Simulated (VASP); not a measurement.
# Na (P6_3/mmc) in VASP: a series of runs, part 2 of 2

VASP 6.6.1. Earlier steps stand in the parts before.

## 3. Single point, PBE (strained)

Contents of INCAR:

```
  PREC = Accurate
  ENCUT = 520
  EDIFF = 1E-6
  ISMEAR = 0
  SIGMA = 0.1
  LREAL = F
  LASPH = T
  NELM = 80
  ALGO = Fast
  ISIF = 2
  LWAVE = F
  LCHARG = T
  GGA = PE
  LELF = T
  LVHAR = T
  NBANDS = 14
```

Contents of KPOINTS:

```
Automatic mesh
0
Gamma
  15 15 8
```

Contents of POSCAR:

```
Na
1.0
    3.9201672582      0.0000000000      0.0000000000
   -1.9600836291      3.3949644326      0.0000000000
    0.0000000000      0.0000000000      6.4965316400
Na
2
Direct
    0.3333333333      0.6666666667      0.2500000000
    0.6666666667      0.3333333333      0.7500000000
```

Potentials or basis: VASP PAW PBE potentials, release 64 (Na_pv).

Launch:

```sh
cat potpaw_PBE.64/Na_pv/POTCAR > POTCAR
mpirun -np 1 vasp_std > vasp.out
```

Run time: 71 s. Hardware: 1 thread of AMD EPYC 9R45 (Zen 5), shared host; peak memory 0.24 GiB.

Results (log left out):

* Free energy: -2.5849 eV
* Pressure: -0.9 GPa
* Band gap on the k mesh: zero (band 7 reaches 1.86 eV, above the bottom of band 8 at -2.14 eV)

Stress tensor (GPa, compression positive):
```
-0.85  0.00  0.00
 0.00 -0.85  0.00
 0.00  0.00 -0.98
```

Levels at points of the mesh, in eV from the Fermi level:
| k point | band 5 | band 6 | band 7 | band 8 | band 9 | band 10 |
| --- | --- | --- | --- | --- | --- | --- |
| (0.00, 0.00, 0.00) | -25.04 | -25.04 | -2.98 | 0.48 | 0.71 | 9.25 |
| (0.00, 0.00, 0.50) | -25.04 | -25.04 | -2.07 | -2.07 | 4.86 | 4.86 |

Caveat: the cell differs from its parent crystal (strained).

## 4. Single point, PBE (strained)

Contents of INCAR:

```
SYSTEM = Na
PREC     = Accurate       ! precision mode
ENCUT    = 520            ! plane-wave cutoff, eV
EDIFF    = 1E-6           ! SCF threshold, eV
ISMEAR   = 0              ! smearing method
SIGMA    = 0.1            ! smearing width, eV
LREAL    = .FALSE.        ! projectors in reciprocal space
LASPH    = .TRUE.         ! aspherical terms in the spheres
NELM     = 60             ! most SCF steps
ALGO     = Fast           ! electronic algorithm
ISIF     = 2              ! what is computed and relaxed
LWAVE    = .FALSE.        ! write WAVECAR
LCHARG   = .TRUE.         ! write CHGCAR
GGA      = PE             ! functional
LELF     = .TRUE.         ! ELF
LVHAR    = .TRUE.       
NBANDS   = 14             ! bands
```

Contents of KPOINTS:

```
Automatic mesh
0
G
  15 15 8
  0 0 0
```

Contents of POSCAR:

```
Na
1.0
    3.5090367693      0.0000000000      0.0000000000
   -1.7545183846      3.0389149850      0.0000000000
    0.0000000000      0.0000000000      6.2864340800
Na
2
Direct
    0.3333333333      0.6666666667      0.2500000000
    0.6666666667      0.3333333333      0.7500000000
```

Potentials or basis: VASP PAW PBE potentials, release 64 (Na_pv).

Launch:

```sh
cat potpaw_PBE.64/Na_pv/POTCAR > POTCAR
mpirun -np 1 vasp_std > vasp.out
```

OUTCAR:

```text
SYSTEM = Na
   PREC = Accurate
   ENCUT = 520
   EDIFF = 1E-6
   ISMEAR = 0
   LREAL = .FALSE.
   LASPH = .TRUE.
   NELM = 60
   ISIF = 2
   GGA = PE

 ion  position               nearest neighbor table
   1  0.333  0.667  0.250-
   2  0.667  0.333  0.750-

  LATTYP: Found a hexagonal cell.
 ALAT       =     3.5090367693
 C/A-ratio  =     1.7914984918

  Lattice vectors:

 A1 = (   3.5090367693,   0.0000000000,   0.0000000000)
[... 597 lines left out ...]

------------------------ aborting loop because EDIFF is reached ----------------------------------------

  FORCE on cell =-STRESS in cart. coord.  units (eV):
  Direction    XX          YY          ZZ          XY          YZ          ZX
  --------------------------------------------------------------------------------------
  -------------------------------------------------------------------------------------
  Total        0.5907298      0.5907298      0.0161189      0.0000000      0.0000000      0.0000000
  in kB       14.1185018     14.1185018      0.3852442      0.0000000      0.0000000      0.0000000
  external PRESSURE =       9.5407493 kB  Pullay stress =       0.0000000 kB

 VOLUME and BASIS-vectors are now :
 -----------------------------------------------------------------------------
  energy-cutoff  :      520.00
  volume of cell :       67.04
      direct lattice vectors                 reciprocal lattice vectors
     3.509036769  0.000000000  0.000000000     0.284978490  0.164532408  0.000000000
    -1.754518385  3.038914985  0.000000000     0.000000000  0.329064816  0.000000000
     0.000000000  0.000000000  6.286434080     0.000000000  0.000000000  0.159072693

 POSITION                                       TOTAL-FORCE (eV/Angst)
 -----------------------------------------------------------------------------------
     -0.00000      2.02594      1.57161         0.000000     -0.000000     -0.000000
      1.75452      1.01297      4.71483        -0.000000      0.000000      0.000000
 -----------------------------------------------------------------------------------
    total drift:                               -0.000000      0.000000      0.000000

  FREE ENERGIE OF THE ION-ELECTRON SYSTEM (eV)
  ---------------------------------------------------
  free  energy   TOTEN  =        -2.5866944788 eV

  energy  without entropy=       -2.5814751229  energy(sigma->0) =       -2.58408480
```

stdout:

```text
POSCAR found type information on POSCAR Na
 POSCAR found :  1 types and       2 ions
 scaLAPACK will be used
 LDA part: xc-table for (Slater+PW92), standard interpolation
 POSCAR, INCAR and KPOINTS ok, starting setup
 FFT: planning ... GRIDC
 FFT: planning ... GRID_SOFT
 FFT: planning ... GRID
 WAVECAR not read
 entering main loop
```

Wall time 51 s (1 thread of AMD EPYC 9R45 (Zen 5), shared host); peak memory 0.21 GiB.

What came out:

```yaml
Free_energy: -2.5867 eV
Pressure: 1.0 GPa
Band_gap_on_the_k_mesh: zero (band 7 reaches 3.03 eV, above the bottom of band 8 at -1.88 eV)
```

Levels at points of the mesh, in eV from the Fermi level:
```tsv
k point	band 4	band 5	band 6	band 7	band 8	band 9	band 10	band 11
(0.00, 0.00, 0.00)	-24.88	-24.88	-24.87	-3.53	0.12	0.47	10.25	11.34
(0.00, 0.00, 0.50)	-24.88	-24.88	-24.88	-2.55	-2.55	4.81	4.81	11.85
```

Caveat: the cell differs from its parent crystal (strained).

## 5. Single point, PBEsol (functional PBEsol, strained)

Contents of INCAR:

```
PREC     = Accurate       # precision mode
ENCUT    = 520            # plane-wave cutoff, eV
EDIFF    = 1E-6           # SCF threshold, eV
ISMEAR   = 0              # smearing method
SIGMA    = 0.1            # smearing width, eV
LREAL    = False          # projectors in reciprocal space
LASPH    = True           # aspherical terms in the spheres
NELM     = 100            # most SCF steps
ALGO     = Fast           # electronic algorithm
ISIF     = 2              # what is computed and relaxed
LWAVE    = False          # write WAVECAR
LCHARG   = False          # write CHGCAR
GGA      = PS             # functional
NBANDS   = 14             # bands
```

Contents of KPOINTS:

```
Automatic mesh
0
Gamma
  15 15 8
```

Contents of POSCAR:

```
Na
1.0
    3.6878939767      0.0000000000      0.0000000000
   -1.8439469883      3.1938098702      0.0000000000
    0.0000000000      0.0000000000      6.0247660000
Na
2
Direct
    0.3333333333      0.6666666667      0.2500000000
    0.6666666667      0.3333333333      0.7500000000
```

Launch:

```sh
cat potpaw_PBE.64/Na_pv/POTCAR > POTCAR
mpirun -np 1 vasp_std > vasp.out
```

Wall time 55 s (1 thread of AMD EPYC 9R45 (Zen 5), shared host); peak memory 0.21 GiB.

The run converged. Its results:

| Item | Value |
| --- | --- |
| Free energy | -2.7989 eV |
| Pressure | 0.2 GPa |
| Band gap on the k mesh | zero (band 7 reaches 2.55 eV, above the bottom of band 8 at -1.88 eV) |

Levels at points of the mesh, in eV from the Fermi level:
| k point | band 3 | band 4 | band 5 | band 6 | band 7 | band 8 | band 9 | band 10 | band 11 | band 12 |
| --- | --- | --- | --- | --- | --- | --- | --- | --- | --- | --- |
| (0.00, 0.00, 0.00) | -24.77 | -24.77 | -24.77 | -24.77 | -3.39 | 0.53 | 0.99 | 10.21 | 10.21 | 10.63 |
| (0.00, 0.00, 0.50) | -24.77 | -24.77 | -24.77 | -24.77 | -2.33 | -2.33 | 5.65 | 5.65 | 10.80 | 10.80 |

Caveat: the cell differs from its parent crystal (functional PBEsol, strained); the PAW data sets were made with another functional, which shifts forces and pressure a little.

## 6. Overview

```tsv
level	cell	further INCAR settings	gap on the mesh (eV)	pressure (GPa)
PBE	a = 3.799, b = 3.799, c = 6.022 Å, angles 90.0, 90.0, 120.0°, 2 atoms	ALGO = Fast; EDIFF = 1e-07; NBANDS = 14	none	-0.1
PBE	a = 3.920, b = 3.920, c = 6.497 Å, angles 90.0, 90.0, 120.0°, 2 atoms	ALGO = Fast; EDIFF = 1e-06; NBANDS = 14	none	-0.9
PBE	a = 3.509, b = 3.509, c = 6.286 Å, angles 90.0, 90.0, 120.0°, 2 atoms	ALGO = Fast; EDIFF = 1e-06; NBANDS = 14	none	1.0
PBEsol	a = 3.688, b = 3.688, c = 6.025 Å, angles 90.0, 90.0, 120.0°, 2 atoms	ALGO = Fast; EDIFF = 1e-06; NBANDS = 14	none	0.2
```

Alike in all rows: task single point; potentials or basis VASP PAW PBE potentials, release 64 (Na_pv); no spin polarisation; k mesh 15 × 15 × 8; cutoff (eV) 520; smearing gaussian 0.1 eV.

Caveats: the PAW data sets were made with another functional, which shifts forces and pressure a little (some runs).

Total energies depend on the potentials used, so only differences within one code and one set of settings carry meaning.
